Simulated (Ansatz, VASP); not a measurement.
**One calculation of Zr2Br, two programs**

File INCAR:

```
SYSTEM = Zr2Br
ALGO     = Normal         ! electronic algorithm
EDIFF    = 1E-7           ! SCF threshold, eV
EDIFFG   = -0.04          ! ionic threshold
ENCUT    = 600            ! plane-wave cutoff, eV
GGA      = PE             ! functional
IBRION   = 2              ! ionic algorithm
ISIF     = 3              ! what is computed and relaxed
ISMEAR   = 0              ! smearing method
LASPH    = .TRUE.         ! aspherical terms in the spheres
LCHARG   = .FALSE.        ! write CHGCAR
LREAL    = .FALSE.        ! projectors in reciprocal space
LWAVE    = .FALSE.        ! write WAVECAR
NELM     = 100            ! most SCF steps
NSW      = 90             ! ionic steps
PREC     = Accurate       ! precision mode
SIGMA    = 0.1            ! smearing width, eV
```

File KPOINTS:

```
k-points
0
G
  6 6 6
  0 0 0
```

POSCAR

```
Zr2Br
1.0
    4.7063559800      0.0000000000      0.0000000000
   -2.3531779900      4.0758238300      0.0000000000
    0.0000000000      0.0000000000      3.1590535600
Zr Br
2 1
Direct
    0.3333333300      0.6666666700      0.5000000000
    0.6666666700      0.3333333300      0.5000000000
    0.0000000000      0.0000000000      0.0000000000
```

Input for Ansatz:

```yaml
crystal:
  lattice:
    - [4.70635598, 0.0, 0.0]
    - [-2.35317799, 4.07582383, 0.0]
    - [0.0, 0.0, 3.15905356]
  atoms:
    - { symbol: Zr, position: [0.33333333, 0.66666667, 0.5] }
    - { symbol: Zr, position: [0.66666667, 0.33333333, 0.5] }
    - { symbol: Br, position: [0.0, 0.0, 0.0] }
basis:
  ecutwfc: 420
kpoints:
  mp_grid: { grid: [6, 6, 6] }
hamiltonian:
  xc: pbe
scf:
  occupations: { method: gaussian, width: 0.1 }
  lower_state_search: "off"
output:
  forces: true
  stress: true
  eigenvalues: true
relax:
  adjacent_minimum: "off"
  f_tol: 0.04
  max_steps: 70
  cell: { stress_tol: 0.4 }
```

Change from the starting cell: species swapped into the CeHg2 type (P6/mmm, No. 191).

Alike in both runs: task relaxation of cell and atoms; functional PBE; k mesh 6 × 6 × 6; occupations gaussian, width 0.1 eV; no spin polarisation.

|  | VASP | Ansatz |
| --- | --- | --- |
| version | VASP 6.6.1 | Ansatz 0.2.0 |
| potentials or method | VASP PAW PBE potentials, release 64 (Zr_sv, Br), cutoff 600 eV | scalar-relativistic, plane waves, PAW |
| valence electrons in the cell | 31 | 31 |

```csv
,VASP,Ansatz,Ansatz less VASP
"gap on the k mesh at the Fermi level, each at its own relaxed structure (eV)",none,none,-
relaxed volume (Å³/atom),23.24,23.23,-0.012
relaxed length of the cell vector where the two differ most in proportion (Å),3.129,3.125,-0.0049
```

A gap of «none» marks a metal or a gap that the smearing closes.

Noted on VASP's run: the volume moved by over 15 % at a fixed basis, so the end points are rough.
